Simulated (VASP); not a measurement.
Here is a VASP 6.6.1 calculation.

Contents of INCAR:

```
PREC = Accurate
ENCUT = 520
EDIFF = 1E-6
ISMEAR = 0
SIGMA = 0.1
LREAL = False
LASPH = True
NELM = 100
ALGO = Normal
ISIF = 2
LWAVE = False
LCHARG = False
GGA = PE
NBANDS = 17
```

KPOINTS

```
Automatic mesh
0
Gamma
  6 6 4
```

POSCAR

```
AlSi2Cl
1.0
    3.8029854600      0.0000000000      0.0000000000
   -1.9014927300      3.2934820200      0.0000000000
    0.0000000000      0.0000000000      3.9426534200
Al Si Cl
1 2 1
Direct
    0.0000000000      0.0000000000      0.5000000000
    0.3333333300      0.6666666700      0.5000000000
    0.6666666700      0.3333333300      0.5000000000
    0.0000000000      0.0000000000      0.0000000000
```

Potentials or basis: VASP PAW PBE potentials, release 64 (Al, Si, Cl).

Run with:

```bash
$ cat potpaw_PBE.64/Al/POTCAR potpaw_PBE.64/Si/POTCAR potpaw_PBE.64/Cl/POTCAR > POTCAR
$ mpirun -np 1 vasp_std > vasp.out
```

Q: Predict the pressure.

A: 96.6 GPa.

Q: What does it give for the band gap on the k mesh?

A: Zero (band 9 reaches 12.45 eV, above the bottom of band 10 at 8.46 eV).

Stress tensor (GPa, compression positive):
```
97.34  0.00  0.00
 0.00 97.34  0.00
 0.00  0.00 95.02
```

Caveat: the k points lie up to 0.40 Å⁻¹ apart.
